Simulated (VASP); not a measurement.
A run of VASP 6.6.1:

File POSCAR:

```
InSb
1.0
    0.0000000000      3.3174249877      3.3174249877
    3.3174249877      0.0000000000      3.3174249877
    3.3174249877      3.3174249877      0.0000000000
In Sb
1 1
Direct
    0.0000000000      0.0000000000      0.0000000000
    0.2500000000      0.2500000000      0.2500000000
```

File INCAR.step1:

```
SYSTEM = InSb
PREC = Accurate
ENCUT = 520
ISMEAR = 0
SIGMA = 0.1
LREAL = .False.
LASPH = .True.
NELM = 80
NBANDS = 16
GGA = PE
ALGO = Normal
EDIFF = 1E-4
LWAVE = .True.
LCHARG = .False.
```

INCAR.step2

```
SYSTEM = InSb
PREC = Accurate
ENCUT = 520
EDIFF = 1E-6
ISMEAR = 0
SIGMA = 0.1
LREAL = .False.
LASPH = .True.
NELM = 80
ALGO = Normal
ISIF = 2
LWAVE = .False.
LCHARG = .True.
METAGGA = R2SCAN
LMIXTAU = .True.
LELF = .True.
LVHAR = .True.
NBANDS = 16
ISTART = 1
```

File KPOINTS:

```
Automatic mesh
0
Gamma
  12 12 12
  0 0 0
```

Potentials or basis: VASP PAW PBE potentials, release 64 (In_d, Sb).

Command:

```console
$ cat potpaw_PBE.64/In_d/POTCAR potpaw_PBE.64/Sb/POTCAR > POTCAR
$ cp INCAR.step1 INCAR
$ mpirun -np 1 vasp_std > vasp.out
$ cp INCAR.step2 INCAR
$ mpirun -np 1 vasp_std > vasp.out
```

Hardware: 1 thread of AMD EPYC 7R13 (shared host).

Q: Estimate the wall time of this run.

A: Run time: 13 min on 1 thread of AMD EPYC 7R13, on a shared host, peak memory 0.25 GiB. Counts: k points 72.
